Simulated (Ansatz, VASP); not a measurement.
# Two plane-wave programs on Os

```
Os
1.0
     0.00000    2.82352    2.82352
     2.82352    0.00000    2.82352
     2.82352    2.82352    0.00000
Os
2
Direct
  0.12500 0.12500 0.12500
  0.87500 0.87500 0.87500
```

Alike in both runs: task single point; functional revPBE; k mesh 11 × 11 × 11; occupations fermi-dirac, width 0.1 eV; no spin polarisation.

```csv
,VASP,Ansatz
version,VASP 6.6.1,Ansatz 0.2.0
potentials or method,"VASP PAW PBE potentials, release 64 (Os), cutoff 520 eV","plane waves (420 eV) with PAW, scalar-relativistic"
valence electrons in the cell,16,32
```

|  | VASP | Ansatz | Ansatz less VASP |
| --- | --- | --- | --- |
| pressure (GPa) | -8.0 | -7.1 | +0.97 |

VASP's potentials were made for PBE, not for revPBE. VASP's potentials hold 16 valence electrons a cell and Ansatz's 32, so a difference there can come from the potentials and not from the codes.

Spin-orbit coupling is off throughout.
